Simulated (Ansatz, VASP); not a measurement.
## Two plane-wave programs on CaB6

The input INCAR:

```
ALGO = Normal ; EDIFF = 1E-7
EDIFFG = -0.01 ; ENCUT = 520
GGA = PE ; IBRION = 2
ISIF = 2 ; ISMEAR = 0
LASPH = True ; LCHARG = False
LREAL = False ; LWAVE = False
NELM = 80 ; NSW = 50
PREC = Accurate ; SIGMA = 0.01
```

The input KPOINTS:

```
k-points
0
Gamma
  8 8 8
```

Contents of POSCAR:

```
CaB6
1.0
    4.2818129864      0.0000000000      0.0000000000
    0.0000000000      4.2818129864      0.0000000000
    0.0000000000      0.0000000000      4.2818129864
Ca B
1 6
Direct
    0.0000000000      0.0000000000      0.0000000000
    0.2030741063      0.5000000000      0.5000000000
    0.5000000000      0.2030741063      0.5000000000
    0.7969258937      0.5000000000      0.5000000000
    0.5000000000      0.7969258937      0.5000000000
    0.5000000000      0.5000000000      0.2030741063
    0.5000000000      0.5000000000      0.7969258937
```

Input for Ansatz:

```yaml
crystal:
  lattice:
    - [4.2818129864, 0.0, 0.0]
    - [0.0, 4.2818129864, 0.0]
    - [0.0, 0.0, 4.2818129864]
  atoms:
    - { symbol: Ca, position: [0.0, 0.0, 0.0] }
    - { symbol: B, position: [0.2030741063, 0.5, 0.5] }
    - { symbol: B, position: [0.5, 0.2030741063, 0.5] }
    - { symbol: B, position: [0.7969258937, 0.5, 0.5] }
    - { symbol: B, position: [0.5, 0.7969258937, 0.5] }
    - { symbol: B, position: [0.5, 0.5, 0.2030741063] }
    - { symbol: B, position: [0.5, 0.5, 0.7969258937] }
basis:
  ecutwfc: 420
kpoints:
  mp_grid: { grid: [8, 8, 8] }
hamiltonian:
  xc: pbe
scf:
  occupations: { method: gaussian, width: 0.01 }
output:
  forces: true
  stress: true
  eigenvalues: true
  write_density: true
  write_potential: true
  elf: true
  volumetric_format: npy
relax:
  adjacent_minimum: "off"
  f_tol: 0.01
  max_steps: 30
```

Alike in both runs: task relaxation of the atoms; functional PBE; k mesh 8 × 8 × 8; occupations gaussian, width 0.01 eV; no spin polarisation.

```csv
,VASP,Ansatz
version,VASP 6.6.1,Ansatz 0.2.0
potentials or method,"VASP PAW PBE potentials, release 64 (Ca_sv, B), cutoff 520 eV","scalar-relativistic, plane waves, PAW"
valence electrons in the cell,28,28
```

Ansatz gave:

| Quantity | Value |
| --- | --- |
| gap on the k mesh at the Fermi level, each at its own relaxed structure (eV) | 0.13 |

Problem. Estimate VASP's values.

Solution. gap on the k mesh at the Fermi level, each at its own relaxed structure (eV): 0.12.

Ansatz's warnings: stress scf threshold loose.
